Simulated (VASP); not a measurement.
# AlAs (l.bA) (F-43m) in VASP: a series of runs

The runs below take AlAs (l.bA) through single point, with LDA.

Everything below comes from runs of VASP 6.6.1. Logs are shortened: lines on timing, memory, paths and dates and some standing lists are left out, and cuts for length are marked.

### 1 The cell of the first run

The structure is cubic, space group F-43m (No. 216). Conventional cell: a = 5.680 Å, b = 5.680 Å, c = 5.680 Å, α = 90.00°, β = 90.00°, γ = 90.00°. Al (site symmetry -43m) has 4 As at 2.46 Å within 3.2 Å. Within 3.2 Å of As (site symmetry -43m) lie 4 Al at 2.46 Å.

### 2 Single point, LDA

INCAR reads:

```
SYSTEM = AlAs
ALGO = Normal
EDIFF = 1E-6
ENCUT = 500
GGA_COMPAT = .FALSE.
ISIF = 2
ISMEAR = 0
LASPH = .TRUE.
LCHARG = .TRUE.
LELF = .TRUE.
LREAL = .FALSE.
LVHAR = .TRUE.
LWAVE = .FALSE.
NBANDS = 11
NELM = 120
PREC = Accurate
SIGMA = 0.1
```

KPOINTS reads:

```
k-points
0
G
  6 6 6
  0 0 0
```

POSCAR reads:

```
AlAs
1.0
    0.0000000000      2.8400000000      2.8400000000
    2.8400000000      0.0000000000      2.8400000000
    2.8400000000      2.8400000000      0.0000000000
Al As
1 1
Direct
    0.0000000000      0.0000000000      0.0000000000
    0.2500000000      0.2500000000      0.2500000000
```

Potentials or basis: VASP PAW LDA potentials, release 64 (Al, As).

On the command line:

```bash
> cat potpaw_LDA.64/Al/POTCAR potpaw_LDA.64/As/POTCAR > POTCAR
> mpirun -np 1 vasp_std > vasp.out
```

OUTCAR:

```text
SYSTEM = AlAs
   EDIFF = 1E-6
   ENCUT = 500
   ISIF = 2
   ISMEAR = 0
   LASPH = .TRUE.
   LREAL = .FALSE.
   NELM = 120
   PREC = Accurate

 ion  position               nearest neighbor table
   1  0.000  0.000  0.000-   2 2.46   2 2.46   2 2.46   2 2.46
   2  0.250  0.250  0.250-   1 2.46   1 2.46   1 2.46   1 2.46

  LATTYP: Found a face centered cubic cell.
 ALAT       =     5.6800000000

  Lattice vectors:

 A1 = (   0.0000000000,   2.8400000000,   2.8400000000)
 A2 = (   2.8400000000,   0.0000000000,   2.8400000000)
 A3 = (   2.8400000000,   2.8400000000,   0.0000000000)

Analysis of symmetry for initial positions (statically):
=====================================================================
 Subroutine PRICEL returns:
 Original cell was already a primitive cell.

 Routine SETGRP: Setting up the symmetry group for a
 face centered cubic supercell.

 Subroutine GETGRP returns: Found 24 space group operations
 (whereof 24 operations were pure point group operations)
 out of a pool of 48 trial point group operations.

The static configuration has the point symmetry T_d .

Analysis of symmetry for dynamics (positions and initial velocities):
=====================================================================
 Subroutine PRICEL returns:
 Original cell was already a primitive cell.

 Routine SETGRP: Setting up the symmetry group for a
 face centered cubic supercell.

 Subroutine GETGRP returns: Found 24 space group operations
 (whereof 24 operations were pure point group operations)
 out of a pool of 48 trial point group operations.

The dynamic configuration has the point symmetry T_d .

 Subroutine INISYM returns: Found 24 space group operations
 (whereof 24 operations are pure point group operations),
 and found     1 'primitive' translations

----------------------------------------------------------------------------------------

                                     Primitive cell

  volume of cell :      45.8126

  direct lattice vectors                    reciprocal lattice vectors
     0.000000000  2.840000000  2.840000000    -0.176056338  0.176056338  0.176056338
     2.840000000  0.000000000  2.840000000     0.176056338 -0.176056338  0.176056338
     2.840000000  2.840000000  0.000000000     0.176056338  0.176056338 -0.176056338

  length of vectors
     4.016366517  4.016366517  4.016366517     0.304938522  0.304938522  0.304938522

  position of ions in fractional coordinates (direct lattice)
     0.000000000  0.000000000  0.000000000
     0.250000000  0.250000000  0.250000000

  ion indices of the primitive-cell ions
   primitive index   ion index
                 1           1
                 2           2

----------------------------------------------------------------------------------------

 KPOINTS: k-points

Automatic generation of k-mesh.
 Grid dimensions read from file:
 generate k-points for:    6    6    6

 Generating k-lattice:

  Cartesian coordinates                     Fractional coordinates (reciprocal lattice)
    -0.029342723  0.029342723  0.029342723     0.166666667  0.000000000  0.000000000
     0.029342723 -0.029342723  0.029342723     0.000000000  0.166666667  0.000000000
     0.029342723  0.029342723 -0.029342723     0.000000000  0.000000000  0.166666667

  Length of vectors
     0.050823087  0.050823087  0.050823087

  Shift w.r.t. Gamma in fractional coordinates (k-lattice)
     0.000000000  0.000000000  0.000000000

 Subroutine IBZKPT returns following result:
 ===========================================

 Found     16 irreducible k-points:

 Following reciprocal coordinates:
            Coordinates               Weight
  0.000000  0.000000  0.000000      1.000000
  0.166667  0.000000  0.000000      8.000000
  0.333333  0.000000  0.000000      8.000000
  0.500000  0.000000  0.000000      4.000000
  0.166667  0.166667  0.000000      6.000000
  0.333333  0.166667  0.000000     24.000000
[... 8 lines left out ...]
 -0.333333  0.333333  0.166667     24.000000
 -0.333333  0.500000  0.166667     12.000000
   k-points           NKPTS =     16   k-points in BZ     NKDIM =     16   number of bands    NBANDS=     11
   number of dos      NEDOS =    301   number of ions     NIONS =      2
   total plane-waves  NPLWV =  27000
   dimension x,y,z NGX =    30 NGY =   30 NGZ =   30
   dimension x,y,z NGXF=    60 NGYF=   60 NGZF=   60
   ions per type =               1   1
   NGX,Y,Z   is equivalent  to a cutoff of  12.42, 12.42, 12.42 a.u.
   NGXF,Y,Z  is equivalent  to a cutoff of  24.84, 24.84, 24.84 a.u.
 SYSTEM =  AlAs
   PREC   = accura    normal or accurate (medium, high low for compatibility)
   ISTART =      0    job   : 0-new  1-cont  2-samecut
   ICHARG =      2    charge: 1-file 2-atom 10-const
   ISPIN  =      1    spin polarized calculation?
   LNONCOLLINEAR =      F non collinear calculations
   LSORBIT =      F    spin-orbit coupling
   LASPH  =      T    aspherical Exc in radial PAW
   ENCUT  =  500.0 eV  36.75 Ry    6.06 a.u.   7.32  7.32  7.32*2*pi/ulx,y,z
   NELM   =    120;   NELMIN=  2; NELMDL= -5     # of ELM steps
   EDIFF  = 0.1E-05   stopping-criterion for ELM
   LREAL  =      F    real-space projection
   EDIFFG = 0.1E-04   stopping-criterion for IOM
   NSW    =      0    number of steps for IOM
   IBRION =     -1    ionic relax: 0-MD 1-quasi-New 2-CG
   NFREE  =      0    steps in history (QN), initial steepest desc. (CG)
   ISIF   =      2    stress and relaxation
   ISYM   =      2    0-nonsym 1-usesym 2-fastsym
   POTIM  = 0.5000    time-step for ionic-motion
   TEBEG  =    0.0;   TEEND  =   0.0 temperature during run
   PSTRESS=    0.0 pullay stress
   NELECT =       8.0000    total number of electrons
   NUPDOWN=      -1.0000    fix difference up-down
   EMIN   =  10.00;   EMAX   =-10.00  energy-range for DOS
   EFERMI =   0.00;   METHOD = LEGACY
   ISMEAR =     0;   SIGMA  =   0.10  broadening in eV -4-tet -1-fermi 0-gaus
   EFERMI_NEDOS =   21; number of points for ismear=-14 and -15
   IALGO  =     38    algorithm
   IMIX   =      4    mixing-type and parameters
     AMIX     =   0.40;   BMIX     =  1.00
     AMIX_MAG =   1.60;   BMIX_MAG =  1.00
  volume/ion in A,a.u.               =      22.91       154.58
  Fermi-wavevector in a.u.,A,eV,Ry     =   0.915046  1.729187 11.392295  0.837310
  Thomas-Fermi vector in A             =   2.039743
   LORBIT       =      0    0 simple, 1 ext, 2 COOP (PROOUT), +10 PAW based schemes
   GGA     = CA    functional components
   LHFCALC =     F    Hartree Fock is set to
   AEXX    =    0.0000 exact exchange contribution
   IVDW    =     0    specifies the selected vdW correction
   LEPSILON=     F    determine dielectric tensor
   LRPA    =     F    only Hartree local field effects (RPA)
 non-spin polarized calculation
 Gauss-broadening in eV      SIGMA  =   0.10
  energy-cutoff  :      500.00
  volume of cell :       45.81
 maximum number of plane-waves:      1211
 NGX is ok and might be reduce to    30
   NGX = 15   NGY = 15   NGZ = 15

 number of electron       7.9999999 magnetization

 Free energy of the ion-electron system (eV)
  ---------------------------------------------------
  ext. energy  EPLUGINS =         0.00000000
  ---------------------------------------------------
  free energy    TOTEN  =       -10.49762787 eV

  energy without entropy =      -10.49762787  energy(sigma->0) =      -10.49762787

 E-fermi :   4.1706     XC(G=0):  -9.2389

 val. band max:        3.7008585704   @ k =   0.0000   0.0000   0.0000
 cond. band min:       5.0508751362   @ k =   0.5000   0.5000   0.0000
 fundamental gap:      1.3500165658
 Fermi energy:         4.1706184837

 k-point     1 :       0.0000    0.0000    0.0000
  band No.  band energies     occupation
      1      -8.1376      2.00000
      2       3.7009      2.00000
      3       3.7009      2.00000
      4       3.7009      2.00000
      5       5.5019      0.00000
      6       7.9248      0.00000
      7       7.9248      0.00000
      8       7.9248      0.00000
      9      12.2662      0.00000
     10      12.7105      0.00000
     11      12.7105      0.00000

 k-point     2 :       0.1667    0.0000    0.0000
  band No.  band energies     occupation
      1      -7.8735      2.00000
      2       1.5774      2.00000
      3       3.4398      2.00000
      4       3.4398      2.00000
      5       6.3473      0.00000
      6       8.3558      0.00000
      7       8.3558      0.00000
      8       8.7508      0.00000
      9      11.9005      0.00000
     10      11.9005      0.00000
     11      13.1876      0.00000

 k-point     3 :       0.3333    0.0000    0.0000
  band No.  band energies     occupation
      1      -7.2068      2.00000
      2      -0.7921      2.00000
      3       3.0428      2.00000
      4       3.0428      2.00000
      5       5.9078      0.00000
      6       8.5004      0.00000
      7       8.5004      0.00000
      8      11.0057      0.00000
      9      12.6825      0.00000
     10      12.6825      0.00000
     11      12.8273      0.00000

 k-point     4 :       0.5000    0.0000    0.0000
  band No.  band energies     occupation
      1      -6.7448      2.00000
      2      -1.8540      2.00000
      3       2.8828      2.00000
      4       2.8828      2.00000
      5       5.6813      0.00000
      6       8.3245      0.00000
      7       8.3245      0.00000
      8      11.2602      0.00000
      9      14.5955      0.00000
     10      15.1387      0.00000
     11      15.1387      0.00000
[... 127 lines left out ...]
 k-point    14 :       0.5000    0.3333    0.1667
  band No.  band energies     occupation
      1      -6.6922      2.00000
      2      -0.9395      2.00000
      3       0.9889      2.00000
      4       2.0615      2.00000
      5       7.2802      0.00000
      6       8.1224      0.00000
      7       8.7515      0.00000
      8      11.4928      0.00000
      9      12.8335      0.00000
     10      14.2447      0.00000
     11      16.5266      0.00000

 k-point    15 :      -0.3333    0.3333    0.1667
  band No.  band energies     occupation
      1      -6.3414      2.00000
      2      -1.4108      2.00000
      3       0.5357      2.00000
      4       1.6839      2.00000
      5       7.5428      0.00000
      6       8.1707      0.00000
      7      10.2777      0.00000
      8      10.9869      0.00000
      9      11.9212      0.00000
     10      15.0261      0.00000
     11      16.3386      0.00000

 k-point    16 :      -0.3333    0.5000    0.1667
  band No.  band energies     occupation
      1      -6.1851      2.00000
      2      -1.4798      2.00000
      3       0.7770      2.00000
      4       1.0240      2.00000
      5       6.7848      0.00000
      6       7.7092      0.00000
      7      10.6881      0.00000
      8      11.3877      0.00000
      9      14.0936      0.00000
     10      15.8673      0.00000
     11      16.0900      0.00000

------------------------ aborting loop because EDIFF is reached ----------------------------------------

  FORCE on cell =-STRESS in cart. coord.  units (eV):
  Direction    XX          YY          ZZ          XY          YZ          ZX
  --------------------------------------------------------------------------------------
  -------------------------------------------------------------------------------------
  Total       -0.4590036     -0.4590036     -0.4590036      0.0000000      0.0000000     -0.0000000
  in kB      -16.0524640    -16.0524640    -16.0524640      0.0000000      0.0000000     -0.0000000
  external PRESSURE =     -16.0524640 kB  Pullay stress =       0.0000000 kB

 VOLUME and BASIS-vectors are now :
 -----------------------------------------------------------------------------
  energy-cutoff  :      500.00
  volume of cell :       45.81
      direct lattice vectors                 reciprocal lattice vectors
     0.000000000  2.840000000  2.840000000    -0.176056338  0.176056338  0.176056338
     2.840000000  0.000000000  2.840000000     0.176056338 -0.176056338  0.176056338
     2.840000000  2.840000000  0.000000000     0.176056338  0.176056338 -0.176056338

 POSITION                                       TOTAL-FORCE (eV/Angst)
 -----------------------------------------------------------------------------------
      0.00000      0.00000      0.00000        -0.000000     -0.000000     -0.000000
      1.42000      1.42000      1.42000         0.000000      0.000000      0.000000
 -----------------------------------------------------------------------------------
    total drift:                               -0.000000     -0.000000     -0.000000

  FREE ENERGIE OF THE ION-ELECTRON SYSTEM (eV)
  ---------------------------------------------------
  free  energy   TOTEN  =       -10.4976278685 eV

  energy  without entropy=      -10.4976278685  energy(sigma->0) =      -10.49762787
```

Run time: 5.6 s. Hardware: 1 thread of Intel Xeon 6975P-C (Granite Rapids), shared host; peak memory 0.14 GiB.

What came out:

| Property | Result |
| --- | --- |
| Free energy | -10.4976 eV |
| Pressure | -1.6 GPa |
| Band gap on the k mesh | 1.35 eV, indirect (least direct gap 1.80 eV) |

Levels at points of the mesh, in eV from the valence-band top:
| k point | band 1 | band 2 | band 3 | band 4 | band 5 | band 6 | band 7 | band 8 |
| --- | --- | --- | --- | --- | --- | --- | --- | --- |
| (0.00, 0.00, 0.00) | -11.84 | 0.00 | 0.00 | 0.00 | 1.80 | 4.22 | 4.22 | 4.22 |
| (0.50, 0.00, 0.00) | -10.45 | -5.55 | -0.82 | -0.82 | 1.98 | 4.62 | 4.62 | 7.56 |
| (0.50, 0.50, 0.00) | -9.91 | -5.42 | -2.16 | -2.16 | 1.35 | 2.19 | 10.12 | 10.12 |

A k mesh can miss the band edges. A hybrid or GW would open this gap; LDA tends to underestimate it.

### 3 Single point, LDA

This run uses another cell than the first one, of 22.29 Å³/atom, 0.973 times its volume.

INCAR reads:

```
PREC     = Accurate       # precision mode
ENCUT    = 500            # plane-wave cutoff, eV
EDIFF    = 1E-6           # SCF threshold, eV
ISMEAR   = 0              # smearing method
SIGMA    = 0.02           # smearing width, eV
LREAL    = False          # projectors in reciprocal space
LASPH    = True           # aspherical terms in the spheres
NELM     = 120            # most SCF steps
ALGO     = Normal         # electronic algorithm
ISIF     = 2              # what is computed and relaxed
LWAVE    = False          # write WAVECAR
LCHARG   = True           # write CHGCAR
LELF     = True           # ELF
LVHAR    = True         
NBANDS   = 11             # bands
GGA_COMPAT= False
```

KPOINTS reads:

```
Automatic mesh
0
Gamma
  8 8 8
```

POSCAR reads:

```
AlAs
1.0
    0.0000000000      2.8143769285      2.8143769285
    2.8143769285      0.0000000000      2.8143769285
    2.8143769285      2.8143769285      0.0000000000
Al As
1 1
Direct
    0.0000000000      0.0000000000      0.0000000000
    0.2500000000      0.2500000000      0.2500000000
```

Potentials or basis: VASP PAW LDA potentials, release 64 (Al, As).

On the command line:

```bash
> cat potpaw_LDA.64/Al/POTCAR potpaw_LDA.64/As/POTCAR > POTCAR
> mpirun -np 1 vasp_std > vasp.out
```

Run time: 9 s. Hardware: 1 thread of Intel Xeon 6975P-C (Granite Rapids), shared host; peak memory 0.15 GiB.

It converged, with:

| Property | Result |
| --- | --- |
| Free energy | -10.5139 eV |
| Pressure | 0.4 GPa |
| Band gap on the k mesh | 1.31 eV, indirect (least direct gap 2.02 eV) |

Levels at points of the mesh, in eV from the valence-band top:
| k point | band 1 | band 2 | band 3 | band 4 | band 5 | band 6 | band 7 | band 8 | band 9 |
| --- | --- | --- | --- | --- | --- | --- | --- | --- | --- |
| (0.00, 0.00, 0.00) | -11.99 | 0.00 | 0.00 | 0.00 | 2.02 | 4.27 | 4.27 | 4.27 | 8.72 |
| (0.50, 0.00, 0.00) | -10.54 | -5.67 | -0.84 | -0.84 | 2.09 | 4.65 | 4.65 | 7.62 | 11.12 |
| (0.50, 0.50, 0.00) | -9.97 | -5.51 | -2.22 | -2.22 | 1.31 | 2.20 | 10.33 | 10.33 | 11.76 |

A k mesh can miss the band edges. As with any semilocal functional, this LDA gap is likely too small.
